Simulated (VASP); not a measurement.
# Al (Fmm2) in VASP: further runs

The runs below take Al through single point, with PBE.

All numbers are computed with VASP 6.6.1; they aren't measurements. Logs are shortened: lines on timing, memory, paths and dates and some standing lists are left out, and cuts for length are marked.

### Step 1. The cell of the first run

It takes space group Fmm2 (No. 42, orthorhombic). The conventional cell has a = 6.470 Å, b = 9.150 Å, c = 9.150 Å, α = 90.00°, β = 90.00°, γ = 90.00°. Within 3.3 Å of Al (site symmetry mm2) lie 12 Al at 2.54 to 3.25 Å. Within 3.7 Å of Al (site symmetry 2) lie 14 Al at 2.80 to 3.23 Å. Within 3.7 Å of Al (site symmetry mm2) lie 14 Al at 2.80 to 3.25 Å. Al (site symmetry m) has 14 Al at 2.54 to 3.23 Å within 3.3 Å. Al (site symmetry m) has 14 Al at 2.80 to 3.48 Å within 3.7 Å.

### Step 2. Single point, PBE (atom 1 (Al) moved by -0.236 Å along [1 0 0] and -0.236 Å along [0 1 0])

INCAR reads:

```
SYSTEM = Al
PREC = Accurate
ENCUT = 520
EDIFF = 1E-6
ISMEAR = 0
SIGMA = 0.15
LREAL = .False.
LASPH = .True.
NELM = 80
ALGO = Fast
ISIF = 2
LWAVE = .False.
LCHARG = .False.
GGA = PE
NBANDS = 22
```

KPOINTS reads:

```
regular mesh
0
Gamma
  10 10 10
  0 0 0
```

POSCAR reads:

```
Al
1.0
    3.2349246271     -3.2349246271     -3.2349246271
   -3.2349246271      3.2349246271     -3.2349246271
    3.2349246271      3.2349246271      3.2349246271
Al
8
Direct
    0.4635231068      0.4635231068     -0.0729537863
    0.5000000000      0.0000000000      0.0000000000
    0.0000000000      0.5000000000      0.0000000000
    0.0000000000      0.0000000000      0.0000000000
    0.5000000000      0.5000000000      0.5000000000
    0.5000000000      0.0000000000      0.5000000000
    0.0000000000      0.5000000000      0.5000000000
    0.0000000000      0.0000000000      0.5000000000
```

Potentials or basis: VASP PAW PBE potentials, release 64 (Al).

Launch:

```bash
> cat potpaw_PBE.64/Al/POTCAR > POTCAR
> mpirun -np 1 vasp_std > vasp.out
```

OUTCAR:

```text
SYSTEM = Al
   PREC = Accurate
   ENCUT = 520
   EDIFF = 1E-6
   ISMEAR = 0
   LREAL = .False.
   LASPH = .True.
   NELM = 80
   ISIF = 2
   GGA = PE

 ion  position               nearest neighbor table
   1  0.464  0.464  0.927-   8 2.54   5 2.54   2 2.82   3 2.82   3 2.82   2 2.82   7 3.01   6 3.01
                             5 3.08   8 3.08   4 3.25   4 3.25
   2  0.500  0.000  0.000-   4 2.80   6 2.80   7 2.80   6 2.80   4 2.80   7 2.80   1 2.82   1 2.82
                             5 3.23   5 3.23   8 3.23   8 3.23   3 3.23   3 3.23
   3  0.000  0.500  0.000-   4 2.80   6 2.80   7 2.80   7 2.80   4 2.80   6 2.80   1 2.82   1 2.82
                             5 3.23   8 3.23   8 3.23   5 3.23   2 3.23   2 3.23
   4  0.000  0.000  0.000-   2 2.80   3 2.80   5 2.80   8 2.80   8 2.80   3 2.80   2 2.80   5 2.80
                             7 3.23   7 3.23   6 3.23   6 3.23   1 3.25   1 3.25
   5  0.500  0.500  0.500-   1 2.54   4 2.80   6 2.80   7 2.80   6 2.80   7 2.80   4 2.80   1 3.08
                             2 3.23   2 3.23   8 3.23   3 3.23   8 3.23   3 3.23
   6  0.500  0.000  0.500-   2 2.80   3 2.80   5 2.80   8 2.80   2 2.80   5 2.80   8 2.80   3 2.80
                             1 3.01   7 3.23   4 3.23   7 3.23   4 3.23
   7  0.000  0.500  0.500-   2 2.80   3 2.80   5 2.80   8 2.80   3 2.80   8 2.80   5 2.80   2 2.80
                             1 3.01   4 3.23   6 3.23   6 3.23   4 3.23
   8  0.000  0.000  0.500-   1 2.54   4 2.80   6 2.80   7 2.80   4 2.80   7 2.80   6 2.80   1 3.08
                             3 3.23   3 3.23   2 3.23   2 3.23   5 3.23   5 3.23

  LATTYP: Found a body centered cubic cell.
 ALAT       =     6.4698492542

  Lattice vectors:

 A1 = (   3.2349246271,  -3.2349246271,  -3.2349246271)
 A2 = (  -3.2349246271,   3.2349246271,  -3.2349246271)
 A3 = (   3.2349246271,   3.2349246271,   3.2349246271)

Analysis of symmetry for initial positions (statically):
=====================================================================
 Subroutine PRICEL returns:
 Original cell was already a primitive cell.

 Routine SETGRP: Setting up the symmetry group for a
 body centered cubic supercell.

 Subroutine GETGRP returns: Found  4 space group operations
 (whereof  4 operations were pure point group operations)
 out of a pool of 48 trial point group operations.

The static configuration has the point symmetry C_2v.

Analysis of symmetry for dynamics (positions and initial velocities):
=====================================================================
 Subroutine PRICEL returns:
 Original cell was already a primitive cell.

 Routine SETGRP: Setting up the symmetry group for a
 body centered cubic supercell.

 Subroutine GETGRP returns: Found  4 space group operations
 (whereof  4 operations were pure point group operations)
 out of a pool of 48 trial point group operations.

The dynamic configuration has the point symmetry C_2v.

 Subroutine INISYM returns: Found  4 space group operations
 (whereof  4 operations are pure point group operations),
 and found     1 'primitive' translations

----------------------------------------------------------------------------------------

                                     Primitive cell

  volume of cell :     135.4105

  direct lattice vectors                    reciprocal lattice vectors
     3.234924627 -3.234924627 -3.234924627     0.154563107  0.000000000 -0.154563107
    -3.234924627  3.234924627 -3.234924627     0.000000000  0.154563107 -0.154563107
     3.234924627  3.234924627  3.234924627     0.154563107  0.154563107  0.000000000

  length of vectors
     5.603053813  5.603053813  5.603053813     0.218585242  0.218585242  0.218585242

  position of ions in fractional coordinates (direct lattice)
     0.463523107  0.463523107  0.927046214
     0.500000000  0.000000000  0.000000000
     0.000000000  0.500000000  0.000000000
     0.000000000  0.000000000  0.000000000
     0.500000000  0.500000000  0.500000000
     0.500000000  0.000000000  0.500000000
     0.000000000  0.500000000  0.500000000
     0.000000000  0.000000000  0.500000000

  ion indices of the primitive-cell ions
   primitive index   ion index
                 1           1
                 2           2
                 3           3
                 4           4
                 5           5
                 6           6
                 7           7
                 8           8

----------------------------------------------------------------------------------------

 KPOINTS: regular mesh

Automatic generation of k-mesh.
 Grid dimensions read from file:
 generate k-points for:   10   10   10

 Generating k-lattice:

  Cartesian coordinates                     Fractional coordinates (reciprocal lattice)
     0.015456311  0.000000000 -0.015456311     0.100000000  0.000000000  0.000000000
     0.000000000  0.015456311 -0.015456311     0.000000000  0.100000000  0.000000000
     0.015456311  0.015456311  0.000000000     0.000000000  0.000000000  0.100000000

  Length of vectors
     0.021858524  0.021858524  0.021858524

  Shift w.r.t. Gamma in fractional coordinates (k-lattice)
     0.000000000  0.000000000  0.000000000

 Subroutine IBZKPT returns following result:
 ===========================================

 Found    171 irreducible k-points:

 Following reciprocal coordinates:
            Coordinates               Weight
  0.000000  0.000000  0.000000      1.000000
  0.100000  0.000000  0.000000      8.000000
  0.000000  0.000000  0.100000      2.000000
  0.100000 -0.100000  0.000000      2.000000
  0.200000  0.000000  0.000000      8.000000
  0.000000  0.000000  0.200000      2.000000
[... 16 lines left out ...]
  0.100000  0.000000  0.200000      8.000000
  0.300000  0.000000 -0.200000      8.000000
 [... further k-points ...]
   k-points           NKPTS =    171   k-points in BZ     NKDIM =    171   number of bands    NBANDS=     22
   number of dos      NEDOS =    301   number of ions     NIONS =      8
   total plane-waves  NPLWV =  74088
   dimension x,y,z NGX =    42 NGY =   42 NGZ =   42
   dimension x,y,z NGXF=    84 NGYF=   84 NGZF=   84
   ions per type =               8
   NGX,Y,Z   is equivalent  to a cutoff of  12.46, 12.46, 12.46 a.u.
   NGXF,Y,Z  is equivalent  to a cutoff of  24.92, 24.92, 24.92 a.u.
 SYSTEM =  Al
   PREC   = accura    normal or accurate (medium, high low for compatibility)
   ISTART =      0    job   : 0-new  1-cont  2-samecut
   ICHARG =      2    charge: 1-file 2-atom 10-const
   ISPIN  =      1    spin polarized calculation?
   LNONCOLLINEAR =      F non collinear calculations
   LSORBIT =      F    spin-orbit coupling
   LASPH  =      T    aspherical Exc in radial PAW
   ENCUT  =  520.0 eV  38.22 Ry    6.18 a.u.  10.42 10.42 10.42*2*pi/ulx,y,z
   NELM   =     80;   NELMIN=  2; NELMDL= -5     # of ELM steps
   EDIFF  = 0.1E-05   stopping-criterion for ELM
   LREAL  =      F    real-space projection
   EDIFFG = 0.1E-04   stopping-criterion for IOM
   NSW    =      0    number of steps for IOM
   IBRION =     -1    ionic relax: 0-MD 1-quasi-New 2-CG
   NFREE  =      0    steps in history (QN), initial steepest desc. (CG)
   ISIF   =      2    stress and relaxation
   ISYM   =      2    0-nonsym 1-usesym 2-fastsym
   POTIM  = 0.5000    time-step for ionic-motion
   TEBEG  =    0.0;   TEEND  =   0.0 temperature during run
   PSTRESS=    0.0 pullay stress
   NELECT =      24.0000    total number of electrons
   NUPDOWN=      -1.0000    fix difference up-down
   EMIN   =  10.00;   EMAX   =-10.00  energy-range for DOS
   EFERMI =   0.00;   METHOD = LEGACY
   ISMEAR =     0;   SIGMA  =   0.15  broadening in eV -4-tet -1-fermi 0-gaus
   EFERMI_NEDOS =   21; number of points for ismear=-14 and -15
   IALGO  =     68    algorithm
   IMIX   =      4    mixing-type and parameters
     AMIX     =   0.40;   BMIX     =  1.00
     AMIX_MAG =   1.60;   BMIX_MAG =  1.00
  volume/ion in A,a.u.               =      16.93       114.22
  Fermi-wavevector in a.u.,A,eV,Ry     =   0.919590  1.737774 11.505718  0.845646
  Thomas-Fermi vector in A             =   2.044801
   LORBIT       =      0    0 simple, 1 ext, 2 COOP (PROOUT), +10 PAW based schemes
   GGA     = PE    functional components
   LHFCALC =     F    Hartree Fock is set to
   AEXX    =    0.0000 exact exchange contribution
   IVDW    =     0    specifies the selected vdW correction
   LEPSILON=     F    determine dielectric tensor
   LRPA    =     F    only Hartree local field effects (RPA)
 non-spin polarized calculation
 RMM-DIIS sequential band-by-band and
 Gauss-broadening in eV      SIGMA  =   0.15
  energy-cutoff  :      520.00
  volume of cell :      135.41
 maximum number of plane-waves:      3670
 NGX is ok and might be reduce to    42
   NGX = 21   NGY = 21   NGZ = 21

 number of electron      24.0000000 magnetization

 Free energy of the ion-electron system (eV)
  ---------------------------------------------------
  ext. energy  EPLUGINS =         0.00000000
  ---------------------------------------------------
  free energy    TOTEN  =       -28.97911381 eV

  energy without entropy =      -28.93918629  energy(sigma->0) =      -28.95915005

 E-fermi :   7.7259     XC(G=0): -10.1023

 val. band max:        7.7214875397   @ k =   0.4000   0.1000   0.0000
 cond. band min:       7.7281166490   @ k =   0.3000   0.3000   0.1000
 fundamental gap:      0.0066291093
 Fermi energy:         7.7259221512

 k-point     1 :       0.0000    0.0000    0.0000
  band No.  band energies     occupation
      1      -3.2469      2.00000
      2       3.0760      2.00000
      3       3.3636      2.00000
      4       3.3909      2.00000
      5       3.4767      2.00000
      6       3.4795      2.00000
[... 14 lines left out ...]
     21      15.6181      0.00000
     22      15.6828      0.00000
[... 552 lines left out ...]
  band No.  band energies     occupation
      1      -2.7547      2.00000
      2       0.6722      2.00000
      3       1.4726      2.00000
      4       2.1187      2.00000
      5       2.7221      2.00000
      6       3.4449      2.00000
[... 14 lines left out ...]
     21      12.6910      0.00000
     22      13.3323      0.00000

 [... further k-points ...]

------------------------ aborting loop because EDIFF is reached ----------------------------------------

  FORCE on cell =-STRESS in cart. coord.  units (eV):
  Direction    XX          YY          ZZ          XY          YZ          ZX
  --------------------------------------------------------------------------------------
  -------------------------------------------------------------------------------------
  Total        0.6650210      0.6650210      1.0511826      0.8622844      0.0000000      0.0000000
  in kB        7.8685278      7.8685278     12.4375909     10.2025479      0.0000000      0.0000000
  external PRESSURE =       9.3915488 kB  Pullay stress =       0.0000000 kB

 VOLUME and BASIS-vectors are now :
 -----------------------------------------------------------------------------
  energy-cutoff  :      520.00
  volume of cell :      135.41
      direct lattice vectors                 reciprocal lattice vectors
     3.234924627 -3.234924627 -3.234924627     0.154563107  0.000000000 -0.154563107
    -3.234924627  3.234924627 -3.234924627     0.000000000  0.154563107 -0.154563107
     3.234924627  3.234924627  3.234924627     0.154563107  0.154563107  0.000000000

 POSITION                                       TOTAL-FORCE (eV/Angst)
 -----------------------------------------------------------------------------------
      2.99892      2.99892      0.00000         1.080892      1.080892      0.000000
      1.61746     -1.61746     -1.61746         0.084694      0.084694     -0.000000
     -1.61746      1.61746     -1.61746         0.084694      0.084694     -0.000000
      0.00000      0.00000      0.00000        -0.011373     -0.011373     -0.000000
      1.61746      1.61746     -1.61746        -0.589528     -0.589528     -0.724598
      3.23492      0.00000      0.00000        -0.017450     -0.042401     -0.000000
      0.00000      3.23492      0.00000        -0.042401     -0.017450     -0.000000
      1.61746      1.61746      1.61746        -0.589528     -0.589528      0.724598
 -----------------------------------------------------------------------------------
    total drift:                               -0.000002     -0.000002      0.000000

  FREE ENERGIE OF THE ION-ELECTRON SYSTEM (eV)
  ---------------------------------------------------
  free  energy   TOTEN  =       -28.9791138123 eV

  energy  without entropy=      -28.9391862915  energy(sigma->0) =      -28.95915005
```

It took 6.9 min on 1 thread of Intel Xeon Platinum 8259CL at 2.50GHz (Skylake/Cascade Lake), shared host; peak memory 0.49 GiB.

What came out:

```
Free energy            : -28.9791 eV
Pressure               : 0.9 GPa
Largest force          : 1.529 eV/Å
Band gap on the k mesh : zero (band 12 reaches 8.90 eV, above the bottom of band 13 at 4.34 eV)
```

Forces in eV/Å, atoms in the order of the input:
```
Al   1.081  1.081  0.000
Al   0.085  0.085  0.000
Al   0.085  0.085  0.000
Al  -0.011 -0.011  0.000
Al  -0.590 -0.590 -0.725
Al  -0.017 -0.042  0.000
Al  -0.042 -0.017  0.000
Al  -0.590 -0.590  0.725
```

Caveat: the cell differs from its parent crystal (atom 1 (Al) moved by -0.236 Å along [1 0 0] and -0.236 Å along [0 1 0]); forces of over 1 eV/Å act on the atoms, so gaps and moduli don't describe the material at rest.

[end of part 1 of 2]
